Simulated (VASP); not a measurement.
# CdSe (Fm-3m) in VASP: single point with LDA

Aim: the single point of CdSe with LDA.

All numbers are computed with VASP 6.6.1; they aren't measurements. Logs are shortened: lines on timing, memory, paths and dates and some standing lists are left out, and cuts for length are marked.

## (1) The cell of the first run

The structure is cubic, space group Fm-3m (No. 225). The conventional cell has a = 5.748 Å, b = 5.748 Å, c = 5.748 Å, α = 90.00°, β = 90.00°, γ = 90.00°. Cd (site symmetry m-3m) has 6 Se at 2.87 Å within 3.8 Å. Se (site symmetry m-3m) has 6 Cd at 2.87 Å within 3.8 Å.

## (2) Single point, LDA

INCAR

```
SYSTEM = CdSe
ALGO = Normal
EDIFF = 1E-7
ENCUT = 520
GGA = CA
ISIF = 2
ISMEAR = -1
LASPH = .TRUE.
LCHARG = .FALSE.
LREAL = .FALSE.
LWAVE = .FALSE.
NBANDS = 16
NELM = 60
PREC = Accurate
SIGMA = 0.1
```

KPOINTS

```
k-points
0
G
  6 6 6
  0 0 0
```

POSCAR

```
CdSe
1.0
    0.0000000000      2.8739580000      2.8739580000
    2.8739580000      0.0000000000      2.8739580000
    2.8739580000      2.8739580000      0.0000000000
Cd Se
1 1
Direct
    0.0000000000      0.0000000000      0.0000000000
    0.5000000000      0.5000000000      0.5000000000
```

Potentials or basis: VASP PAW LDA potentials, release 64 (Cd, Se).

Launch:

```console
> cat potpaw_LDA.64/Cd/POTCAR potpaw_LDA.64/Se/POTCAR > POTCAR
> mpirun -np 1 vasp_std > vasp.out
```

OUTCAR:

```text
SYSTEM = CdSe
   EDIFF = 1E-7
   ENCUT = 520
   GGA = CA
   ISIF = 2
   ISMEAR = -1
   LASPH = .TRUE.
   LREAL = .FALSE.
   NELM = 60
   PREC = Accurate

 ion  position               nearest neighbor table
   1  0.000  0.000  0.000-   2 2.87   2 2.87   2 2.87   2 2.87   2 2.87   2 2.87
   2  0.500  0.500  0.500-   1 2.87   1 2.87   1 2.87   1 2.87   1 2.87   1 2.87

  LATTYP: Found a face centered cubic cell.
 ALAT       =     5.7479160000

  Lattice vectors:

 A1 = (   0.0000000000,   2.8739580000,   2.8739580000)
 A2 = (   2.8739580000,   0.0000000000,   2.8739580000)
 A3 = (   2.8739580000,   2.8739580000,   0.0000000000)

Analysis of symmetry for initial positions (statically):
=====================================================================
 Subroutine PRICEL returns:
 Original cell was already a primitive cell.

 Routine SETGRP: Setting up the symmetry group for a
 face centered cubic supercell.

 Subroutine GETGRP returns: Found 48 space group operations
[... 9 lines left out ...]

 Routine SETGRP: Setting up the symmetry group for a
 face centered cubic supercell.

 Subroutine GETGRP returns: Found 48 space group operations
[... 11 lines left out ...]
                                     Primitive cell

  volume of cell :      47.4757

  direct lattice vectors                    reciprocal lattice vectors
     0.000000000  2.873958000  2.873958000    -0.173976098  0.173976098  0.173976098
     2.873958000  0.000000000  2.873958000     0.173976098 -0.173976098  0.173976098
     2.873958000  2.873958000  0.000000000     0.173976098  0.173976098 -0.173976098

  length of vectors
     4.064390381  4.064390381  4.064390381     0.301335442  0.301335442  0.301335442

  position of ions in fractional coordinates (direct lattice)
     0.000000000  0.000000000  0.000000000
     0.500000000  0.500000000  0.500000000

  ion indices of the primitive-cell ions
   primitive index   ion index
                 1           1
                 2           2

----------------------------------------------------------------------------------------

 KPOINTS: k-points

Automatic generation of k-mesh.
 Grid dimensions read from file:
 generate k-points for:    6    6    6

 Generating k-lattice:

  Cartesian coordinates                     Fractional coordinates (reciprocal lattice)
    -0.028996016  0.028996016  0.028996016     0.166666667  0.000000000  0.000000000
     0.028996016 -0.028996016  0.028996016     0.000000000  0.166666667  0.000000000
     0.028996016  0.028996016 -0.028996016     0.000000000  0.000000000  0.166666667

  Length of vectors
     0.050222574  0.050222574  0.050222574

  Shift w.r.t. Gamma in fractional coordinates (k-lattice)
     0.000000000  0.000000000  0.000000000

 Subroutine IBZKPT returns following result:
 ===========================================

 Found     16 irreducible k-points:

 Following reciprocal coordinates:
            Coordinates               Weight
  0.000000  0.000000  0.000000      1.000000
  0.166667  0.000000  0.000000      8.000000
  0.333333  0.000000  0.000000      8.000000
  0.500000  0.000000  0.000000      4.000000
  0.166667  0.166667  0.000000      6.000000
  0.333333  0.166667  0.000000     24.000000
[... 8 lines left out ...]
 -0.333333  0.333333  0.166667     24.000000
 -0.333333  0.500000  0.166667     12.000000
   k-points           NKPTS =     16   k-points in BZ     NKDIM =     16   number of bands    NBANDS=     16
   number of dos      NEDOS =    301   number of ions     NIONS =      2
   total plane-waves  NPLWV =  27000
   dimension x,y,z NGX =    30 NGY =   30 NGZ =   30
   dimension x,y,z NGXF=    60 NGYF=   60 NGZF=   60
   ions per type =               1   1
   NGX,Y,Z   is equivalent  to a cutoff of  12.27, 12.27, 12.27 a.u.
   NGXF,Y,Z  is equivalent  to a cutoff of  24.54, 24.54, 24.54 a.u.
 SYSTEM =  CdSe
   PREC   = accura    normal or accurate (medium, high low for compatibility)
   ISTART =      0    job   : 0-new  1-cont  2-samecut
   ICHARG =      2    charge: 1-file 2-atom 10-const
   ISPIN  =      1    spin polarized calculation?
   LNONCOLLINEAR =      F non collinear calculations
   LSORBIT =      F    spin-orbit coupling
   LASPH  =      T    aspherical Exc in radial PAW
   ENCUT  =  520.0 eV  38.22 Ry    6.18 a.u.   7.56  7.56  7.56*2*pi/ulx,y,z
   NELM   =     60;   NELMIN=  2; NELMDL= -5     # of ELM steps
   EDIFF  = 0.1E-06   stopping-criterion for ELM
   LREAL  =      F    real-space projection
   EDIFFG = 0.1E-05   stopping-criterion for IOM
   NSW    =      0    number of steps for IOM
   IBRION =     -1    ionic relax: 0-MD 1-quasi-New 2-CG
   NFREE  =      0    steps in history (QN), initial steepest desc. (CG)
   ISIF   =      2    stress and relaxation
   ISYM   =      2    0-nonsym 1-usesym 2-fastsym
   POTIM  = 0.5000    time-step for ionic-motion
   TEBEG  =    0.0;   TEEND  =   0.0 temperature during run
   PSTRESS=    0.0 pullay stress
   NELECT =      18.0000    total number of electrons
   NUPDOWN=      -1.0000    fix difference up-down
   EMIN   =  10.00;   EMAX   =-10.00  energy-range for DOS
   EFERMI =   0.00;   METHOD = LEGACY
   ISMEAR =    -1;   SIGMA  =   0.10  broadening in eV -4-tet -1-fermi 0-gaus
   EFERMI_NEDOS =   21; number of points for ismear=-14 and -15
   IALGO  =     38    algorithm
   IMIX   =      4    mixing-type and parameters
     AMIX     =   0.40;   BMIX     =  1.00
     AMIX_MAG =   1.60;   BMIX_MAG =  1.00
  volume/ion in A,a.u.               =      23.74       160.19
  Fermi-wavevector in a.u.,A,eV,Ry     =   1.184882  2.239103 19.101849  1.403946
  Thomas-Fermi vector in A             =   2.321088
   LORBIT       =      0    0 simple, 1 ext, 2 COOP (PROOUT), +10 PAW based schemes
   GGA     = CA    functional components
   LHFCALC =     F    Hartree Fock is set to
   AEXX    =    0.0000 exact exchange contribution
   IVDW    =     0    specifies the selected vdW correction
   LEPSILON=     F    determine dielectric tensor
   LRPA    =     F    only Hartree local field effects (RPA)
 non-spin polarized calculation
  energy-cutoff  :      520.00
  volume of cell :       47.48
 maximum number of plane-waves:      1303
   NGX = 15   NGY = 15   NGZ = 15

 number of electron      18.0000005 magnetization

 Free energy of the ion-electron system (eV)
  ---------------------------------------------------
  ext. energy  EPLUGINS =         0.00000000
  ---------------------------------------------------
  free energy    TOTEN  =        -6.52958006 eV

  energy without entropy =       -6.51607479  energy(sigma->0) =       -6.52282742

 E-fermi :   2.3245     XC(G=0): -10.3253

 val. band max:        2.1309544027   @ k =  -0.1667   0.1667   0.0000
 cond. band min:       2.9690610857   @ k =   0.5000   0.3333   0.0000
 fundamental gap:      0.8381066831
 Fermi energy:         2.3244833329

 k-point     1 :       0.0000    0.0000    0.0000
  band No.  band energies     occupation
      1     -10.7610      2.00000
      2      -5.7418      2.00000
      3      -5.7418      2.00000
      4      -5.7220      2.00000
      5      -5.7220      2.00000
      6      -5.7220      2.00000
[... 8 lines left out ...]
     15      11.7103      0.00000
     16      11.7103      0.00000

 k-point     2 :       0.1667    0.0000    0.0000
  band No.  band energies     occupation
      1     -10.5678      2.00000
      2      -5.7967      2.00000
      3      -5.7967      2.00000
      4      -5.7394      2.00000
      5      -5.6893      2.00000
      6      -5.6893      2.00000
[... 8 lines left out ...]
     15      11.6861      0.00000
     16      11.6861      0.00000

 k-point     3 :       0.3333    0.0000    0.0000
  band No.  band energies     occupation
      1     -10.1189      2.00000
      2      -5.9071      2.00000
      3      -5.9071      2.00000
      4      -5.8071      2.00000
      5      -5.6184      2.00000
      6      -5.6184      2.00000
[... 8 lines left out ...]
     15      13.2450      0.00000
     16      13.2450      0.00000

 k-point     4 :       0.5000    0.0000    0.0000
  band No.  band energies     occupation
      1      -9.8490      2.00000
      2      -5.9606      2.00000
      3      -5.9606      2.00000
      4      -5.8748      2.00000
      5      -5.5823      2.00000
      6      -5.5823      2.00000
[... 8 lines left out ...]
     15      15.0165      0.00000
     16      15.0165      0.00000

 k-point     5 :       0.1667    0.1667    0.0000
  band No.  band energies     occupation
      1     -10.5197      2.00000
      2      -5.8406      2.00000
      3      -5.7490      2.00000
      4      -5.7224      2.00000
      5      -5.6854      2.00000
      6      -5.6854      2.00000
[... 8 lines left out ...]
     15      13.7592      0.00000
     16      13.7592      0.00000

 k-point     6 :       0.3333    0.1667    0.0000
  band No.  band energies     occupation
      1     -10.1976      2.00000
      2      -5.8602      2.00000
      3      -5.7874      2.00000
      4      -5.7724      2.00000
      5      -5.6360      2.00000
      6      -5.6097      2.00000
[... 8 lines left out ...]
     15      14.0290      0.00000
     16      14.3858      0.00000
[... 115 lines left out ...]
 k-point    13 :       0.5000    0.5000    0.0000
  band No.  band energies     occupation
      1      -9.9809      2.00000
      2      -5.8300      2.00000
      3      -5.6640      2.00000
      4      -5.5305      2.00000
      5      -5.5305      2.00000
      6      -5.0608      2.00000
[... 8 lines left out ...]
     15      16.5082      0.00000
     16      17.0689      0.00000

 k-point    14 :       0.5000    0.3333    0.1667
  band No.  band energies     occupation
      1      -9.9777      2.00000
      2      -5.8329      2.00000
      3      -5.7644      2.00000
      4      -5.7460      2.00000
      5      -5.5891      2.00000
      6      -5.5077      2.00000
[... 8 lines left out ...]
     15      15.3329      0.00000
     16      15.8727      0.00000

 k-point    15 :      -0.3333    0.3333    0.1667
  band No.  band energies     occupation
      1      -9.8645      2.00000
      2      -5.8717      2.00000
      3      -5.7365      2.00000
      4      -5.7191      2.00000
      5      -5.5569      2.00000
      6      -5.3881      2.00000
[... 8 lines left out ...]
     15      13.6095      0.00000
     16      16.4606      0.00000

 k-point    16 :      -0.3333    0.5000    0.1667
  band No.  band energies     occupation
      1      -9.8985      2.00000
      2      -5.7887      2.00000
      3      -5.7778      2.00000
      4      -5.6323      2.00000
      5      -5.5305      2.00000
      6      -5.1712      2.00000
[... 8 lines left out ...]
     15      15.0299      0.00000
     16      17.0758      0.00000

------------------------ aborting loop because EDIFF is reached ----------------------------------------

  FORCE on cell =-STRESS in cart. coord.  units (eV):
  Direction    XX          YY          ZZ          XY          YZ          ZX
  --------------------------------------------------------------------------------------
  -------------------------------------------------------------------------------------
  Total       -1.6278110     -1.6278110     -1.6278110     -0.0000000      0.0000000     -0.0000000
  in kB      -54.9342650    -54.9342650    -54.9342650     -0.0000000      0.0000000     -0.0000000
  external PRESSURE =     -54.9342650 kB  Pullay stress =       0.0000000 kB

 VOLUME and BASIS-vectors are now :
 -----------------------------------------------------------------------------
  energy-cutoff  :      520.00
  volume of cell :       47.48
      direct lattice vectors                 reciprocal lattice vectors
     0.000000000  2.873958000  2.873958000    -0.173976098  0.173976098  0.173976098
     2.873958000  0.000000000  2.873958000     0.173976098 -0.173976098  0.173976098
     2.873958000  2.873958000  0.000000000     0.173976098  0.173976098 -0.173976098

 POSITION                                       TOTAL-FORCE (eV/Angst)
 -----------------------------------------------------------------------------------
      0.00000      0.00000      0.00000         0.000000      0.000000     -0.000000
      2.87396      2.87396      2.87396        -0.000000      0.000000      0.000000
 -----------------------------------------------------------------------------------
    total drift:                               -0.000000      0.000000      0.000000

  FREE ENERGIE OF THE ION-ELECTRON SYSTEM (eV)
  ---------------------------------------------------
  free  energy   TOTEN  =        -6.5295800568 eV

  energy  without entropy=       -6.5160747889  energy(sigma->0) =       -6.52282742
```

Wall time 7.5 s (1 thread of Intel Xeon 6975P-C (Granite Rapids), shared host); peak memory 0.15 GiB.

Results:

| Item | Value |
| --- | --- |
| Free energy | -6.5296 eV |
| Pressure | -5.5 GPa |
| Band gap on the k mesh | zero (band 9 reaches 2.13 eV, above the bottom of band 10 at 1.52 eV) |

Levels at points of the mesh, in eV from the Fermi level:
```tsv
k point	band 7	band 8	band 9	band 10	band 11	band 12
(0.00, 0.00, 0.00)	-0.77	-0.77	-0.77	-0.29	8.47	8.47
(0.50, 0.00, 0.00)	-5.16	-0.20	-0.20	2.71	4.98	4.98
(0.50, 0.50, 0.00)	-4.28	-2.23	-2.23	-0.80	5.26	9.37
```
